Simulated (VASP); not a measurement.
Runs of VASP 6.6.1 on ScAl3. The structure is that of space group R-3m (No. 166), or close to it. The cells are those of the table. 

| cell | further INCAR settings | gap on the mesh (eV) | pressure (GPa) |
| --- | --- | --- | --- |
| a = 4.076 Å, angles 92.7°, 4 atoms | ALGO = Fast; EDIFF = 1e-07; NBANDS = 18 | none | 0.9 |
| a = 4.077 Å, angles 87.0°, 4 atoms | ALGO = Fast; EDIFF = 1e-06; NBANDS = 18 | none | (a) |
| a = 4.355 Å, angles 67.3°, 4 atoms | ALGO = Fast; EDIFF = 1e-07; NBANDS = 18 | none | 39.0 |
| a = 4.103 Å, angles 82.7°, 4 atoms | ALGO = Fast; EDIFF = 1e-07; NBANDS = 18 | none | 5.1 |

Alike in all rows: task single point; level PBEsol; potentials or basis VASP PAW PBE potentials, release 64 (Sc_sv, Al); no spin polarisation; k mesh 14 × 14 × 14; cutoff (eV) 520; smearing gaussian 0.15 eV.

Estimate the missing entries.

(a) 1.0.

Caveats: the PAW data sets were made with another functional, which shifts forces and pressure a little; the cell stands under pressure (at least some runs).

A gap of «none» marks levels without a gap at the run's occupations.
